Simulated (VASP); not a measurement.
# Sn (Im-3m) in VASP: a series of runs

Runs on Sn. Level: PBEsol. Tasks: single point.

Program: VASP 6.6.1. These are calculated values, not measurements. Logs are shortened: lines on timing, memory, paths and dates and some standing lists are left out, and cuts for length are marked.

### Step 1. The cell of the first run

Symmetry: Im-3m, No. 229, cubic system. The conventional cell has a = 3.263 Å, b = 3.263 Å, c = 3.263 Å, α = 90.00°, β = 90.00°, γ = 90.00°. Within 3.7 Å of Sn (site symmetry m-3m) lie 14 Sn at 2.83 to 3.26 Å.

### Step 2. Single point, PBEsol

INCAR

```
ALGO = Normal ; EDIFF = 1E-6
ENCUT = 500 ; GGA = PS
GGA_COMPAT = False ; ISIF = 2
ISMEAR = 0 ; LASPH = True
LCHARG = False ; LREAL = False
LWAVE = False ; NBANDS = 13
NELM = 120 ; PREC = Accurate
SIGMA = 0.05
```

KPOINTS

```
k-points
0
Gamma
  8 8 8
```

POSCAR

```
Sn
1.0
    1.6315094756      1.6315094756      1.6315094756
   -1.6315094756      1.6315094756      1.6315094756
   -1.6315094756     -1.6315094756      1.6315094756
Sn
1
Direct
    0.0000000000      0.0000000000      0.0000000000
```

Potentials or basis: VASP PAW PBE potentials, release 64 (Sn_d).

Command:

```sh
> cat potpaw_PBE.64/Sn_d/POTCAR > POTCAR
> mpirun -np 1 vasp_std > vasp.out
```

OUTCAR:

```text
EDIFF = 1E-6
   ENCUT = 500
   GGA = PS
   ISIF = 2
   ISMEAR = 0
   LASPH = True
   LREAL = False
   NELM = 120
   PREC = Accurate

 ion  position               nearest neighbor table
   1  0.000  0.000  0.000-

  LATTYP: Found a body centered cubic cell.
 ALAT       =     3.2630189512

  Lattice vectors:

 A1 = (   1.6315094756,  -1.6315094756,  -1.6315094756)
 A2 = (   1.6315094756,   1.6315094756,   1.6315094756)
 A3 = (  -1.6315094756,  -1.6315094756,   1.6315094756)

Analysis of symmetry for initial positions (statically):
=====================================================================
 Subroutine PRICEL returns:
 Original cell was already a primitive cell.

 Routine SETGRP: Setting up the symmetry group for a
 body centered cubic supercell.

 Subroutine GETGRP returns: Found 48 space group operations
 (whereof 48 operations were pure point group operations)
 out of a pool of 48 trial point group operations.

The static configuration has the point symmetry O_h .

Analysis of symmetry for dynamics (positions and initial velocities):
=====================================================================
 Subroutine PRICEL returns:
 Original cell was already a primitive cell.

 Routine SETGRP: Setting up the symmetry group for a
 body centered cubic supercell.

 Subroutine GETGRP returns: Found 48 space group operations
 (whereof 48 operations were pure point group operations)
 out of a pool of 48 trial point group operations.

The dynamic configuration has the point symmetry O_h .

 Subroutine INISYM returns: Found 48 space group operations
 (whereof 48 operations are pure point group operations),
 and found     1 'primitive' translations

----------------------------------------------------------------------------------------

                                     Primitive cell

  volume of cell :      17.3712

  direct lattice vectors                    reciprocal lattice vectors
     1.631509476  1.631509476  1.631509476     0.306464662  0.000000000  0.306464662
    -1.631509476  1.631509476  1.631509476    -0.306464662  0.306464662  0.000000000
    -1.631509476 -1.631509476  1.631509476     0.000000000 -0.306464662  0.306464662

  length of vectors
     2.825857305  2.825857305  2.825857305     0.433406481  0.433406481  0.433406481

  position of ions in fractional coordinates (direct lattice)
     0.000000000  0.000000000  0.000000000

  ion indices of the primitive-cell ions
   primitive index   ion index
                 1           1

----------------------------------------------------------------------------------------

 KPOINTS: k-points

Automatic generation of k-mesh.
 Grid dimensions read from file:
 generate k-points for:    8    8    8

 Generating k-lattice:

  Cartesian coordinates                     Fractional coordinates (reciprocal lattice)
     0.038308083  0.000000000  0.038308083     0.125000000  0.000000000  0.000000000
    -0.038308083  0.038308083  0.000000000     0.000000000  0.125000000  0.000000000
     0.000000000 -0.038308083  0.038308083     0.000000000  0.000000000  0.125000000

  Length of vectors
     0.054175810  0.054175810  0.054175810

  Shift w.r.t. Gamma in fractional coordinates (k-lattice)
     0.000000000  0.000000000  0.000000000

 Subroutine IBZKPT returns following result:
 ===========================================

 Found     29 irreducible k-points:

 Following reciprocal coordinates:
            Coordinates               Weight
  0.000000  0.000000  0.000000      1.000000
  0.125000  0.000000  0.000000     12.000000
  0.250000  0.000000  0.000000     12.000000
  0.375000  0.000000  0.000000     12.000000
  0.500000  0.000000  0.000000      6.000000
  0.250000  0.125000  0.000000     24.000000
[... 16 lines left out ...]
  0.375000  0.250000  0.250000     24.000000
  0.500000  0.250000  0.250000     12.000000
 [... further k-points ...]
   k-points           NKPTS =     29   k-points in BZ     NKDIM =     29   number of bands    NBANDS=     13
   number of dos      NEDOS =    301   number of ions     NIONS =      1
   total plane-waves  NPLWV =  13824
   dimension x,y,z NGX =    24 NGY =   24 NGZ =   24
   dimension x,y,z NGXF=    48 NGYF=   48 NGZF=   48
   ions per type =               1
   NGX,Y,Z   is equivalent  to a cutoff of  14.12, 14.12, 14.12 a.u.
   NGXF,Y,Z  is equivalent  to a cutoff of  28.24, 28.24, 28.24 a.u.
 SYSTEM =  unknown system
   PREC   = accura    normal or accurate (medium, high low for compatibility)
   ISTART =      0    job   : 0-new  1-cont  2-samecut
   ICHARG =      2    charge: 1-file 2-atom 10-const
   ISPIN  =      1    spin polarized calculation?
   LNONCOLLINEAR =      F non collinear calculations
   LSORBIT =      F    spin-orbit coupling
   LASPH  =      T    aspherical Exc in radial PAW
   ENCUT  =  500.0 eV  36.75 Ry    6.06 a.u.   5.15  5.15  5.15*2*pi/ulx,y,z
   NELM   =    120;   NELMIN=  2; NELMDL= -5     # of ELM steps
   EDIFF  = 0.1E-05   stopping-criterion for ELM
   LREAL  =      F    real-space projection
   EDIFFG = 0.1E-04   stopping-criterion for IOM
   NSW    =      0    number of steps for IOM
   IBRION =     -1    ionic relax: 0-MD 1-quasi-New 2-CG
   NFREE  =      0    steps in history (QN), initial steepest desc. (CG)
   ISIF   =      2    stress and relaxation
   ISYM   =      2    0-nonsym 1-usesym 2-fastsym
   POTIM  = 0.5000    time-step for ionic-motion
   TEBEG  =    0.0;   TEEND  =   0.0 temperature during run
   PSTRESS=    0.0 pullay stress
   NELECT =      14.0000    total number of electrons
   NUPDOWN=      -1.0000    fix difference up-down
   EMIN   =  10.00;   EMAX   =-10.00  energy-range for DOS
   EFERMI =   0.00;   METHOD = LEGACY
   ISMEAR =     0;   SIGMA  =   0.05  broadening in eV -4-tet -1-fermi 0-gaus
   EFERMI_NEDOS =   21; number of points for ismear=-14 and -15
   IALGO  =     38    algorithm
   IMIX   =      4    mixing-type and parameters
     AMIX     =   0.40;   BMIX     =  1.00
     AMIX_MAG =   1.60;   BMIX_MAG =  1.00
  volume/ion in A,a.u.               =      17.37       117.23
  Fermi-wavevector in a.u.,A,eV,Ry     =   1.523496  2.878990 31.579657  2.321039
  Thomas-Fermi vector in A             =   2.631931
   LORBIT       =      0    0 simple, 1 ext, 2 COOP (PROOUT), +10 PAW based schemes
   GGA     = PS    functional components
   LHFCALC =     F    Hartree Fock is set to
   AEXX    =    0.0000 exact exchange contribution
   IVDW    =     0    specifies the selected vdW correction
   LEPSILON=     F    determine dielectric tensor
   LRPA    =     F    only Hartree local field effects (RPA)
 non-spin polarized calculation
 Gauss-broadening in eV      SIGMA  =   0.05
  energy-cutoff  :      500.00
  volume of cell :       17.37
 maximum number of plane-waves:       466
 NGX is ok and might be reduce to    24
   NGX = 11   NGY = 11   NGZ = 11

 number of electron      13.9999996 magnetization

 Free energy of the ion-electron system (eV)
  ---------------------------------------------------
  ext. energy  EPLUGINS =         0.00000000
  ---------------------------------------------------
  free energy    TOTEN  =        -3.08884671 eV

  energy without entropy =       -3.08526566  energy(sigma->0) =       -3.08705618

 E-fermi :  14.8141     XC(G=0): -12.7947

 val. band max:       14.7923003748   @ k =   0.5000   0.2500   0.1250
 cond. band min:      14.8616665531   @ k =   0.3750   0.1250  -0.0000
 fundamental gap:      0.0693661784
 Fermi energy:        14.8141184515

 k-point     1 :       0.0000    0.0000    0.0000
  band No.  band energies     occupation
      1      -7.4568      2.00000
      2      -7.4568      2.00000
      3      -7.4568      2.00000
      4      -6.9659      2.00000
      5      -6.9659      2.00000
      6      -0.5263      2.00000
      7      27.3556      0.00000
      8      27.3556      0.00000
      9      27.3556      0.00000
     10      27.8319      0.00000
     11      27.8319      0.00000
     12      27.8319      0.00000
     13      31.6081      0.00000

 k-point     2 :       0.1250    0.0000    0.0000
  band No.  band energies     occupation
      1      -7.4864      2.00000
      2      -7.4334      2.00000
      3      -7.3459      2.00000
      4      -6.9961      2.00000
      5      -6.9668      2.00000
      6      -0.0347      2.00000
      7      23.0699      0.00000
      8      25.5767      0.00000
      9      25.7388      0.00000
     10      26.6922      0.00000
     11      27.0380      0.00000
     12      28.1128      0.00000
     13      32.2788      0.00000

 k-point     3 :       0.2500    0.0000    0.0000
  band No.  band energies     occupation
      1      -7.5573      2.00000
      2      -7.4249      2.00000
      3      -7.0697      2.00000
      4      -7.0349      2.00000
      5      -6.9683      2.00000
      6       1.4706      2.00000
      7      17.2778      0.00000
      8      22.7181      0.00000
      9      23.3865      0.00000
     10      25.7468      0.00000
     11      26.3584      0.00000
     12      29.8173      0.00000
     13      32.8701      0.00000
[... 305 lines left out ...]
 k-point    23 :       0.3750    0.2500    0.2500
  band No.  band energies     occupation
      1      -7.4265      2.00000
      2      -7.2664      2.00000
      3      -7.1965      2.00000
      4      -7.0415      2.00000
      5      -6.8266      2.00000
      6       5.9797      2.00000
      7      13.7640      2.00000
      8      16.4872      0.00000
      9      19.0161      0.00000
     10      21.8484      0.00000
     11      28.6260      0.00000
     12      31.2944      0.00000
     13      32.7546      0.00000

 k-point    24 :       0.5000    0.2500    0.2500
  band No.  band energies     occupation
      1      -7.4714      2.00000
      2      -7.3324      2.00000
      3      -7.2147      2.00000
      4      -6.9840      2.00000
      5      -6.6949      2.00000
      6       9.2540      2.00000
      7       9.6466      2.00000
      8      15.8792      0.00000
      9      18.7450      0.00000
     10      24.7747      0.00000
     11      24.8266      0.00000
     12      30.9078      0.00000
     13      32.5611      0.00000

 [... further k-points ...]

------------------------ aborting loop because EDIFF is reached ----------------------------------------

  FORCE on cell =-STRESS in cart. coord.  units (eV):
  Direction    XX          YY          ZZ          XY          YZ          ZX
  --------------------------------------------------------------------------------------
  -------------------------------------------------------------------------------------
  Total        6.5165778      6.5165778      6.5165778      0.0000000      0.0000000      0.0000000
  in kB      601.0372307    601.0372307    601.0372307      0.0000000      0.0000000      0.0000000
  external PRESSURE =     601.0372307 kB  Pullay stress =       0.0000000 kB

 VOLUME and BASIS-vectors are now :
 -----------------------------------------------------------------------------
  energy-cutoff  :      500.00
  volume of cell :       17.37
      direct lattice vectors                 reciprocal lattice vectors
     1.631509476  1.631509476  1.631509476     0.306464662  0.000000000  0.306464662
    -1.631509476  1.631509476  1.631509476    -0.306464662  0.306464662  0.000000000
    -1.631509476 -1.631509476  1.631509476     0.000000000 -0.306464662  0.306464662

 POSITION                                       TOTAL-FORCE (eV/Angst)
 -----------------------------------------------------------------------------------
      0.00000      0.00000      0.00000         0.000000     -0.000000     -0.000000
 -----------------------------------------------------------------------------------
    total drift:                               -0.000000     -0.000000     -0.000000

  FREE ENERGIE OF THE ION-ELECTRON SYSTEM (eV)
  ---------------------------------------------------
  free  energy   TOTEN  =        -3.0888467053 eV

  energy  without entropy=       -3.0852656598  energy(sigma->0) =       -3.08705618
```

It took 5.1 s on 1 thread of Intel Xeon 6975P-C, shared host; peak memory 0.14 GiB.

What came out:

- Free energy: -3.0888 eV
- Pressure: 60.1 GPa
- Band gap on the k mesh: zero (band 7 reaches 27.36 eV, above the bottom of band 8 at 10.79 eV)

Caveat: the PAW data sets were made with another functional, which shifts forces and pressure a little; spin-orbit coupling is left out, which moves the levels of the heavy elements.

### Step 3. Single point, PBEsol

This run uses another cell than the first one, of 18.83 Å³/atom, 1.084 times its volume.

INCAR

```
SYSTEM = Sn
PREC = Accurate
ENCUT = 500
EDIFF = 1E-6
ISMEAR = 0
SIGMA = 0.05
LREAL = .False.
LASPH = .True.
NELM = 120
ALGO = Normal
ISIF = 2
LWAVE = .False.
LCHARG = .False.
GGA = PS
NBANDS = 13
GGA_COMPAT = .False.
```

KPOINTS

```
regular mesh
0
Gamma
  8 8 8
  0 0 0
```

POSCAR

```
Sn
1.0
    1.6760040592      1.6760040592      1.6760040592
   -1.6760040592      1.6760040592      1.6760040592
   -1.6760040592     -1.6760040592      1.6760040592
Sn
1
Direct
    0.0000000000      0.0000000000      0.0000000000
```

Potentials or basis: VASP PAW PBE potentials, release 64 (Sn_d).

Command:

```sh
> cat potpaw_PBE.64/Sn_d/POTCAR > POTCAR
> mpirun -np 1 vasp_std > vasp.out
```

It took 4.4 s on 1 thread of Intel Xeon 6975P-C, shared host; peak memory 0.14 GiB.

Results (log left out):

* Free energy: -3.5394 eV
* Pressure: 40.0 GPa
* Band gap on the k mesh: zero (band 7 reaches 25.28 eV, above the bottom of band 8 at 9.66 eV)

Levels at points of the mesh, in eV from the Fermi level:
| k point | band 3 | band 4 | band 5 | band 6 | band 7 | band 8 | band 9 | band 10 | band 11 | band 12 |
| --- | --- | --- | --- | --- | --- | --- | --- | --- | --- | --- |
| (0.00, 0.00, 0.00) | -22.03 | -21.63 | -21.63 | -14.43 | 11.95 | 11.95 | 11.95 | 12.56 | 12.56 | 12.56 |
| (0.50, 0.00, 0.00) | -21.65 | -21.63 | -21.38 | -6.99 | -6.73 | 4.91 | 6.40 | 9.72 | 10.46 | 17.88 |
| (0.50, 0.50, 0.50) | -21.44 | -21.44 | -21.44 | -1.09 | -1.09 | -1.09 | 0.06 | 3.74 | 3.74 | 19.99 |

Caveat: the PAW data sets were made with another functional, which shifts forces and pressure a little; spin-orbit coupling is left out, which moves the levels of the heavy elements.
